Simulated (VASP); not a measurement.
## CdF2: single point with PBE

The system is CdF2.

```
Cd F
1.0
     0.00000    2.56956    2.78412
     2.56956    0.00000    2.78412
     2.56956    2.56956    0.00000
Cd F
1 2
Direct
  0.00000 0.00000 0.00000
  0.25000 0.25000 0.25000
  0.75000 0.75000 0.75000
```

- Program: VASP 6.6.1
- Task: single point
- Functional: PBE
- Potentials or basis: VASP PAW PBE potentials, release 64 (Cd_sv_GW, F)
- Cutoff: 700 eV
- k mesh: 8 × 8 × 8
- Occupations: gaussian, width 0.05 eV
- Spin: no spin polarisation
- Dipole correction: no
- Further INCAR settings: ALGO = Normal; EDIFF = 1e-06; NBANDS = 24

```json
{"Pressure": "13.3 GPa", "Band gap on the k mesh": "3.16 eV (least direct gap 3.53 eV)"}
```

Stress tensor (GPa, compression positive):
```
16.31  0.00  0.00
 0.00 16.31  0.00
 0.00  0.00  7.30
```

Levels at points of the mesh, in eV from the valence-band top:
```csv
k point,band 14,band 15,band 16,band 17,band 18,band 19,band 20,band 21
"(0.00, 0.00, 0.00)",-0.96,-0.60,-0.60,-0.37,3.16,12.87,12.87,13.07
"(0.50, 0.00, 0.00)",-2.23,-2.04,-0.46,-0.43,7.53,9.15,14.72,15.31
"(0.50, 0.50, 0.00)",-3.27,-0.99,-0.09,-0.09,8.40,10.12,12.07,14.97
"(0.50, 0.00, 0.50)",-3.14,-0.51,-0.29,-0.06,8.36,9.77,12.01,14.07
```

Run time: 89 s on 1 thread of Intel(R) Xeon(R) Platinum 8488C (Sapphire Rapids) (shared host), peak memory 0.25 GiB.

Caveat: the stress differs along the axes, from 7 to 16 GPa. A k mesh can miss the band edges.
